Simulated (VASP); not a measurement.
# Si16Ge (a cell with a defect) in VASP: a series of runs

Runs on Si16Ge (a cell with a defect). Level: PBE. Tasks: single point.

Program: VASP 6.6.1. These are calculated values, not measurements. Logs are shortened: lines on timing, memory, paths and dates and some standing lists are left out, and cuts for length are marked.

**1. The cell of the first run**

The cell holds a defect, 17 atoms: a = 7.679 Å, b = 7.679 Å, c = 7.679 Å, α = 60.00°, β = 60.00°, γ = 60.00°.

**2. Single point, PBE**

INCAR reads:

```
SYSTEM = Si16Ge
ALGO = Normal
EDIFF = 1E-7
ENCUT = 520
GGA = PE
ISIF = 2
ISMEAR = -1
LASPH = .True.
LCHARG = .True.
LELF = .True.
LREAL = Auto
LVHAR = .True.
LWAVE = .False.
NBANDS = 53
NELM = 60
PREC = Accurate
SIGMA = 0.02
```

KPOINTS reads:

```
k-points
0
Gamma
  2 2 2
  0 0 0
```

POSCAR reads:

```
Si16Ge
1.0
    0.0000000000      5.4300000000      5.4300000000
    5.4300000000      0.0000000000      5.4300000000
    5.4300000000      5.4300000000      0.0000000000
Si Ge
16 1
Direct
   -0.0118973660      0.0039220589      0.0040167041
    0.1201635781      0.1293970010      0.1298653831
    0.0005261205     -0.0024996046      0.5010685994
    0.1201712606      0.1293944786      0.6207388793
    0.0005123151      0.5006233745     -0.0020705744
    0.1201592365      0.6202699710      0.1298689060
    0.0005117093      0.5006182793      0.5010929897
    0.1247128821      0.6248312747      0.6253126435
    0.5036585561      0.0036967449      0.0039862609
    0.6245453938      0.1247339245      0.1254872613
    0.5036026549      0.0036590239      0.4888661467
    0.6292610316      0.1293735803      0.6207613799
    0.5038402554      0.4882533203      0.0039914142
    0.6292808228      0.6202784964      0.1298623797
    0.4973954047      0.5006333255      0.5010654743
    0.6292773610      0.6202872499      0.6207443567
    0.3744288434      0.8746859610      0.8755833956
```

Potentials or basis: VASP PAW PBE potentials, release 64 (Si, Ge_d).

On the command line:

```console
$ cat potpaw_PBE.64/Si/POTCAR potpaw_PBE.64/Ge_d/POTCAR > POTCAR
$ mpirun -np 1 vasp_std > vasp.out
```

OUTCAR:

```text
SYSTEM = Si16Ge
   EDIFF = 1E-7
   ENCUT = 520
   GGA = PE
   ISIF = 2
   ISMEAR = -1
   LASPH = .True.
   LREAL = Auto
   NELM = 60
   PREC = Accurate

 ion  position               nearest neighbor table
   1  0.988  0.004  0.004-  10 2.28   4 2.40   2 2.40   6 2.41  17 2.42
   2  0.120  0.129  0.130-   3 2.33   5 2.33   1 2.40   9 2.40  17 2.76
   3  0.001  0.998  0.501-   2 2.33   4 2.33  12 2.33   8 2.34
   4  0.120  0.129  0.621-   3 2.33   7 2.33   1 2.40  11 2.40  17 2.76
   5  0.001  0.501  0.998-   2 2.33  14 2.33   6 2.33   8 2.34
   6  0.120  0.620  0.130-   7 2.33   5 2.33   1 2.41  13 2.41  17 2.76
   7  0.001  0.501  0.501-   4 2.33   6 2.33  16 2.33   8 2.34
   8  0.125  0.625  0.625-   5 2.34   7 2.34   3 2.34  15 2.34
   9  0.504  0.004  0.004-  10 2.28  12 2.40  14 2.40   2 2.40  17 2.42
  10  0.625  0.125  0.125-  11 2.28   9 2.28  13 2.28   1 2.28
  11  0.504  0.004  0.489-  10 2.28  12 2.40  16 2.40   4 2.40  17 2.42
  12  0.629  0.129  0.621-  15 2.33   3 2.33   9 2.40  11 2.40  17 2.77
  13  0.504  0.488  0.004-  10 2.28  16 2.40  14 2.40   6 2.41  17 2.42
  14  0.629  0.620  0.130-  15 2.33   5 2.33  13 2.40   9 2.40  17 2.76
  15  0.497  0.501  0.501-  14 2.33  16 2.33  12 2.33   8 2.34
  16  0.629  0.620  0.621-  15 2.33   7 2.33  13 2.40  11 2.40  17 2.77
  17  0.374  0.875  0.876-   1 2.42  13 2.42   9 2.42  11 2.42   6 2.76   2 2.76   4 2.76  14 2.76
                            16 2.77  12 2.77

  LATTYP: Found a face centered cubic cell.
 ALAT       =    10.8600000000

  Lattice vectors:

 A1 = (   0.0000000000,   5.4300000000,   5.4300000000)
 A2 = (   5.4300000000,   0.0000000000,   5.4300000000)
 A3 = (   5.4300000000,   5.4300000000,   0.0000000000)

Analysis of symmetry for initial positions (statically):
=====================================================================
 Subroutine PRICEL returns:
 Original cell was already a primitive cell.

 Routine SETGRP: Setting up the symmetry group for a
 face centered cubic supercell.

 Subroutine GETGRP returns: Found  1 space group operations
 (whereof  1 operations were pure point group operations)
 out of a pool of 48 trial point group operations.

The static configuration has the point symmetry C_1 .

Analysis of symmetry for dynamics (positions and initial velocities):
=====================================================================
 Subroutine PRICEL returns:
 Original cell was already a primitive cell.

 Routine SETGRP: Setting up the symmetry group for a
 face centered cubic supercell.

 Subroutine GETGRP returns: Found  1 space group operations
 (whereof  1 operations were pure point group operations)
 out of a pool of 48 trial point group operations.

The dynamic configuration has the point symmetry C_1 .

 Subroutine INISYM returns: Found  1 space group operations
 (whereof  1 operations are pure point group operations),
 and found     1 'primitive' translations

----------------------------------------------------------------------------------------

                                     Primitive cell

  volume of cell :     320.2060

  direct lattice vectors                    reciprocal lattice vectors
     0.000000000  5.430000000  5.430000000    -0.092081031  0.092081031  0.092081031
     5.430000000  0.000000000  5.430000000     0.092081031 -0.092081031  0.092081031
     5.430000000  5.430000000  0.000000000     0.092081031  0.092081031 -0.092081031

  length of vectors
     7.679179644  7.679179644  7.679179644     0.159489025  0.159489025  0.159489025

  position of ions in fractional coordinates (direct lattice)
     0.988102634  0.003922059  0.004016704
     0.120163578  0.129397001  0.129865383
     0.000526120  0.997500395  0.501068599
     0.120171261  0.129394479  0.620738879
     0.000512315  0.500623375  0.997929426
     0.120159237  0.620269971  0.129868906
[... 9 lines left out ...]
     0.629277361  0.620287250  0.620744357
     0.374428843  0.874685961  0.875583396

  ion indices of the primitive-cell ions
   primitive index   ion index
                 1           1
                 2           2
                 3           3
                 4           4
                 5           5
                 6           6
[... 9 lines left out ...]
                16          16
                17          17

----------------------------------------------------------------------------------------

 KPOINTS: k-points

Automatic generation of k-mesh.
 Grid dimensions read from file:
 generate k-points for:    2    2    2

 Generating k-lattice:

  Cartesian coordinates                     Fractional coordinates (reciprocal lattice)
    -0.046040516  0.046040516  0.046040516     0.500000000  0.000000000  0.000000000
     0.046040516 -0.046040516  0.046040516     0.000000000  0.500000000  0.000000000
     0.046040516  0.046040516 -0.046040516     0.000000000  0.000000000  0.500000000

  Length of vectors
     0.079744512  0.079744512  0.079744512

  Shift w.r.t. Gamma in fractional coordinates (k-lattice)
     0.000000000  0.000000000  0.000000000

 Subroutine IBZKPT returns following result:
 ===========================================

 Found      8 irreducible k-points:

 Following reciprocal coordinates:
            Coordinates               Weight
  0.000000  0.000000  0.000000      1.000000
  0.500000  0.000000  0.000000      1.000000
  0.000000  0.500000  0.000000      1.000000
  0.000000  0.000000  0.500000      1.000000
  0.500000  0.500000  0.500000      1.000000
  0.500000  0.500000  0.000000      1.000000
  0.000000  0.500000  0.500000      1.000000
  0.500000  0.000000  0.500000      1.000000
   k-points           NKPTS =      8   k-points in BZ     NKDIM =      8   number of bands    NBANDS=     53
   number of dos      NEDOS =    301   number of ions     NIONS =     17
   total plane-waves  NPLWV = 216000
   dimension x,y,z NGX =    60 NGY =   60 NGZ =   60
   dimension x,y,z NGXF=   120 NGYF=  120 NGZF=  120
   ions per type =              16   1
   NGX,Y,Z   is equivalent  to a cutoff of  12.99, 12.99, 12.99 a.u.
   NGXF,Y,Z  is equivalent  to a cutoff of  25.98, 25.98, 25.98 a.u.
 SYSTEM =  Si16Ge
   PREC   = accura    normal or accurate (medium, high low for compatibility)
   ISTART =      0    job   : 0-new  1-cont  2-samecut
   ICHARG =      2    charge: 1-file 2-atom 10-const
   ISPIN  =      1    spin polarized calculation?
   LNONCOLLINEAR =      F non collinear calculations
   LSORBIT =      F    spin-orbit coupling
   LASPH  =      T    aspherical Exc in radial PAW
   ENCUT  =  520.0 eV  38.22 Ry    6.18 a.u.  14.28 14.28 14.28*2*pi/ulx,y,z
   NELM   =     60;   NELMIN=  2; NELMDL= -5     # of ELM steps
   EDIFF  = 0.1E-06   stopping-criterion for ELM
   LREAL  =      T    real-space projection
   EDIFFG = 0.1E-05   stopping-criterion for IOM
   NSW    =      0    number of steps for IOM
   IBRION =     -1    ionic relax: 0-MD 1-quasi-New 2-CG
   NFREE  =      0    steps in history (QN), initial steepest desc. (CG)
   ISIF   =      2    stress and relaxation
   ISYM   =      2    0-nonsym 1-usesym 2-fastsym
   POTIM  = 0.5000    time-step for ionic-motion
   TEBEG  =    0.0;   TEEND  =   0.0 temperature during run
   PSTRESS=    0.0 pullay stress
   NELECT =      78.0000    total number of electrons
   NUPDOWN=      -1.0000    fix difference up-down
   EMIN   =  10.00;   EMAX   =-10.00  energy-range for DOS
   EFERMI =   0.00;   METHOD = LEGACY
   ISMEAR =    -1;   SIGMA  =   0.02  broadening in eV -4-tet -1-fermi 0-gaus
   EFERMI_NEDOS =   21; number of points for ismear=-14 and -15
   IALGO  =     38    algorithm
   IMIX   =      4    mixing-type and parameters
     AMIX     =   0.40;   BMIX     =  1.00
     AMIX_MAG =   1.60;   BMIX_MAG =  1.00
  volume/ion in A,a.u.               =      18.84       127.11
  Fermi-wavevector in a.u.,A,eV,Ry     =   1.022421  1.932096 14.222785  1.045345
  Thomas-Fermi vector in A             =   2.156100
   LORBIT       =      0    0 simple, 1 ext, 2 COOP (PROOUT), +10 PAW based schemes
   GGA     = PE    functional components
   LHFCALC =     F    Hartree Fock is set to
   AEXX    =    0.0000 exact exchange contribution
   IVDW    =     0    specifies the selected vdW correction
   LEPSILON=     F    determine dielectric tensor
   LRPA    =     F    only Hartree local field effects (RPA)
 non-spin polarized calculation
  energy-cutoff  :      520.00
  volume of cell :      320.21
 maximum number of plane-waves:      8646
 NGX is ok and might be reduce to    60
   NGX = 29   NGY = 29   NGZ = 29

 number of electron      77.9999997 magnetization

 Free energy of the ion-electron system (eV)
  ---------------------------------------------------
  ext. energy  EPLUGINS =         0.00000000
  ---------------------------------------------------
  free energy    TOTEN  =       -86.69693565 eV

  energy without entropy =      -86.68647131  energy(sigma->0) =      -86.69170348

 E-fermi :   6.9412     XC(G=0):  -9.7496

 val. band max:        6.6807903134   @ k =   0.0000   0.0000   0.0000
 cond. band min:       6.9486788951   @ k =   0.0000   0.0000   0.0000
 fundamental gap:      0.2678885817
 Fermi energy:         6.9411680262

 k-point     1 :       0.0000    0.0000    0.0000
  band No.  band energies     occupation
      1     -18.2522      2.00000
      2     -18.2522      2.00000
      3     -18.2522      2.00000
      4     -18.2383      2.00000
      5     -18.2383      2.00000
      6      -6.5211      2.00000
[... 43 lines left out ...]
     50       8.1162      0.00000
     51       9.0742      0.00000

 k-point     2 :       0.5000    0.0000    0.0000
  band No.  band energies     occupation
      1     -18.2522      2.00000
      2     -18.2522      2.00000
      3     -18.2522      2.00000
      4     -18.2383      2.00000
      5     -18.2383      2.00000
      6      -6.1878      2.00000
[... 316 lines left out ...]
 k-point     8 :       0.5000    0.0000    0.5000
  band No.  band energies     occupation
      1     -18.2522      2.00000
      2     -18.2522      2.00000
      3     -18.2522      2.00000
      4     -18.2383      2.00000
      5     -18.2383      2.00000
      6      -6.0815      2.00000
[... 43 lines left out ...]
     50      10.3320      0.00000
     51      10.3326      0.00000
 [bands above 51 left out]

------------------------ aborting loop because EDIFF is reached ----------------------------------------

  FORCE on cell =-STRESS in cart. coord.  units (eV):
  Direction    XX          YY          ZZ          XY          YZ          ZX
  --------------------------------------------------------------------------------------
  -------------------------------------------------------------------------------------
  Total       13.3711808     13.3733319     13.3573363      0.0307664     -0.0100824     -0.0032415
  in kB       66.9038113     66.9145744     66.8345391      0.1539424     -0.0504483     -0.0162192
  external PRESSURE =      66.8843083 kB  Pullay stress =       0.0000000 kB

 VOLUME and BASIS-vectors are now :
 -----------------------------------------------------------------------------
  energy-cutoff  :      520.00
  volume of cell :      320.21
      direct lattice vectors                 reciprocal lattice vectors
     0.000000000  5.430000000  5.430000000    -0.092081031  0.092081031  0.092081031
     5.430000000  0.000000000  5.430000000     0.092081031 -0.092081031  0.092081031
     5.430000000  5.430000000  0.000000000     0.092081031  0.092081031 -0.092081031

 POSITION                                       TOTAL-FORCE (eV/Angst)
 -----------------------------------------------------------------------------------
      0.04311      5.38721      5.38669         0.006679     -0.001615     -0.015946
      1.40779      1.35766      1.35511        -0.012249      0.000716      0.004498
      8.13723      2.72366      5.41928         0.013050     -0.012990      0.010850
      4.07322      4.02314      1.35514        -0.002158      0.009180      0.004972
      8.13714      5.42154      2.72117         0.013374      0.013067     -0.014897
      4.07325      1.35765      4.02053        -0.001616      0.000016      0.019234
[... 9 lines left out ...]
      6.73880      6.78762      6.78514         0.008560     -0.000914      0.004324
      9.50396      6.78757      6.78269        -0.002319      0.001204      0.008467
 -----------------------------------------------------------------------------------
    total drift:                               -0.004575     -0.001020      0.007444

  FREE ENERGIE OF THE ION-ELECTRON SYSTEM (eV)
  ---------------------------------------------------
  free  energy   TOTEN  =       -86.6969356480 eV

  energy  without entropy=      -86.6864713070  energy(sigma->0) =      -86.69170348
```

Run time: 2.2 min. Hardware: 1 thread of Intel Xeon 6975P-C (Granite Rapids), shared host; peak memory 0.49 GiB.

What came out:

* Free energy: -86.6969 eV
* Pressure: 6.7 GPa
* Largest force: 0.024 eV/Å
* Band gap on the k mesh: zero (band 39 reaches 6.99 eV, above the bottom of band 40 at 6.68 eV)

Forces in eV/Å, atoms in the order of the input:
```
Si   0.007 -0.002 -0.016
Si  -0.012  0.001  0.004
Si   0.013 -0.013  0.011
Si  -0.002  0.009  0.005
Si   0.013  0.013 -0.015
Si  -0.002  0.000  0.019
Si  -0.013 -0.013 -0.014
Si  -0.001  0.000  0.005
Si   0.004  0.002 -0.010
Si  -0.004 -0.001  0.013
Si   0.002 -0.001 -0.009
Si  -0.001  0.000 -0.006
Si   0.002  0.003 -0.015
Si  -0.001 -0.011  0.005
Si  -0.012  0.013  0.010
Si   0.009 -0.001  0.004
Ge  -0.002  0.001  0.008
```

Caveat: the k points lie up to 0.50 Å⁻¹ apart.

**3. Single point, PBE**

INCAR reads:

```
PREC = Accurate
ENCUT = 520
EDIFF = 1E-6
ISMEAR = -1
SIGMA = 0.02
LREAL = Auto
LASPH = T
NELM = 80
ALGO = Normal
ISIF = 2
LWAVE = F
LCHARG = F
GGA = PE
NBANDS = 53
```

KPOINTS reads:

```
Automatic mesh
0
Gamma
  2 2 2
```

POSCAR reads:

```
Si16Ge
1.0
    0.0000000000      5.4300000000      5.4300000000
    5.4300000000      0.0000000000      5.4300000000
    5.4300000000      5.4300000000      0.0000000000
Si Ge
16 1
Direct
   -0.0000352670      0.0005667587     -0.0004682320
    0.1241947514      0.1246531308      0.1238251381
    0.0045337017      0.0049965009      0.4950537753
    0.1241925414      0.1246844383      0.6269547882
    0.0045127993      0.4959258748      0.0041870166
    0.1241512891      0.6279011971      0.1238166667
    0.0045332413      0.4959358195      0.4950196133
    0.1365091160      0.6213474217      0.6209534991
    0.4954135359      0.0049923573      0.0042052486
    0.6273523941      0.1246501842      0.1238260589
    0.4954385820      0.0049971455      0.4950518416
    0.6209946593      0.1370939227      0.6209180479
    0.4953988029      0.4959258748      0.0041857274
    0.6211997238      0.6215161142      0.1361048803
    0.4999475138      0.5006948435      0.4994449355
    0.6212065378      0.6213627072      0.6209494475
    0.7499129834      0.7507894107      0.7494209024
```

Potentials or basis: VASP PAW PBE potentials, release 64 (Si, Ge_d).

On the command line:

```console
$ cat potpaw_PBE.64/Si/POTCAR potpaw_PBE.64/Ge_d/POTCAR > POTCAR
$ mpirun -np 1 vasp_std > vasp.out
```

Run time: 1.9 min. Hardware: 1 thread of Intel Xeon 6975P-C (Granite Rapids), shared host; peak memory 0.49 GiB.

It converged, with:

| Quantity | Value |
| --- | --- |
| Free energy | -86.6970 eV |
| Pressure | 6.7 GPa |
| Largest force | 0.030 eV/Å |
| Band gap on the k mesh | zero (band 39 reaches 6.99 eV, above the bottom of band 40 at 6.68 eV) |

Forces in eV/Å, atoms in the order of the input:
```
Si  -0.001  0.005 -0.005
Si   0.017  0.014  0.016
Si  -0.001  0.004 -0.015
Si  -0.017 -0.018  0.018
Si   0.000 -0.003 -0.003
Si  -0.015  0.013 -0.013
Si   0.007  0.004 -0.004
Si   0.002 -0.010  0.010
Si  -0.007  0.004 -0.004
Si   0.016 -0.016 -0.014
Si  -0.001  0.014 -0.004
Si   0.005 -0.014  0.015
Si  -0.001  0.003  0.003
Si   0.002 -0.007  0.007
Si  -0.003  0.012 -0.013
Si   0.002 -0.010  0.010
Ge  -0.005  0.005 -0.005
```

Levels at points of the mesh, in eV from the Fermi level:
```tsv
k point	band 36	band 37	band 38	band 39	band 40	band 41	band 42	band 43
(0.00, 0.00, 0.00)	-0.81	-0.81	-0.81	-0.26	-0.26	-0.26	0.01	0.01
(0.50, 0.00, 0.00)	-1.53	-1.49	-1.49	-0.33	0.51	0.52	0.86	0.86
(0.00, 0.50, 0.00)	-1.54	-1.49	-1.49	-0.34	0.51	0.51	0.86	0.86
(0.00, 0.00, 0.50)	-1.53	-1.49	-1.49	-0.33	0.51	0.52	0.86	0.86
(0.50, 0.50, 0.50)	-1.53	-1.49	-1.49	-0.33	0.51	0.52	0.86	0.86
(0.50, 0.50, 0.00)	-2.10	-1.92	-1.32	0.05	0.79	1.03	1.03	1.04
(0.00, 0.50, 0.50)	-2.10	-1.92	-1.32	0.05	0.79	1.03	1.03	1.04
(0.50, 0.00, 0.50)	-2.10	-1.92	-1.32	0.05	0.79	1.03	1.03	1.04
```

Caveat: the k points lie up to 0.50 Å⁻¹ apart.
